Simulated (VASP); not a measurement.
Set up this calculation in VASP 6.6.1, as the native input.

* Task: single point
* Functional: PBE
* Potentials or basis: VASP PAW PBE potentials, release 64 (C, O)
* Cutoff: 520 eV
* k mesh: 4 × 4 × 4
* Occupations: gaussian, width 0.05 eV
* Spin: no spin polarisation
* Dipole correction: no
* Further INCAR settings: ALGO = Normal; EDIFF = 1e-06; NBANDS = 44

The structure of CO2 lies in POSCAR:

```
CO2
1.0
    6.0577362522      0.0000000000     -0.2271651095
    0.0000000000      6.0577362522      0.0000000000
   -0.2271651095      0.0000000000      6.3000457023
C O
4 8
Direct
    0.0000000000      0.0000000000      0.0000000000
    0.5000000000      0.0000000000      0.5000000000
    0.5000000000      0.5000000000      0.0000000000
    0.0000000000      0.5000000000      0.5000000000
    0.1114834447      0.1114834447      0.1114834447
    0.3885165553      0.8885165553      0.6114834447
    0.6114834447      0.3885165553      0.8885165553
    0.8885165553      0.6114834447      0.3885165553
    0.8885165553      0.8885165553      0.8885165553
    0.6114834447      0.1114834447      0.3885165553
    0.3885165553      0.6114834447      0.1114834447
    0.1114834447      0.3885165553      0.6114834447
```

This cell differs from its parent crystal: engineering shear strain xz -0.0750, normal strain along z +0.0400.

These files were run (other wordings do the same):

INCAR

```
SYSTEM = CO2
PREC     = Accurate       ! precision mode
ENCUT    = 520            ! plane-wave cutoff, eV
EDIFF    = 1E-6           ! SCF threshold, eV
ISMEAR   = 0              ! smearing method
SIGMA    = 0.05           ! smearing width, eV
LREAL    = .FALSE.        ! projectors in reciprocal space
LASPH    = .TRUE.         ! aspherical terms in the spheres
NELM     = 60             ! most SCF steps
ALGO     = Normal         ! electronic algorithm
ISIF     = 2              ! what is computed and relaxed
LWAVE    = .FALSE.        ! write WAVECAR
LCHARG   = .FALSE.        ! write CHGCAR
GGA      = PE             ! functional
NBANDS   = 44             ! bands
```

KPOINTS

```
regular mesh
0
G
  4 4 4
  0 0 0
```

Potentials or basis: VASP PAW PBE potentials, release 64 (C, O).

Run with:

```sh
$ cat potpaw_PBE.64/C/POTCAR potpaw_PBE.64/O/POTCAR > POTCAR
$ mpirun -np 1 vasp_std > vasp.out
```

It gave:

* Pressure: -1.9 GPa
* Largest force: 3.502 eV/Å
* Band gap on the k mesh: 6.43 eV

Caveat: the cell differs from its parent crystal (engineering shear strain xz -0.0750, normal strain along z +0.0400); this functional lacks dispersion, which holds the molecules together, so the pressure and a relaxed volume are unreliable; forces of over 1 eV/Å act on the atoms, so gaps and moduli don't describe the material at rest.

It took 4.2 min on 1 thread of Intel(R) Xeon(R) Platinum 8259CL CPU @ 2.50GHz (Skylake/Cascade Lake) (shared host), peak memory 0.44 GiB.
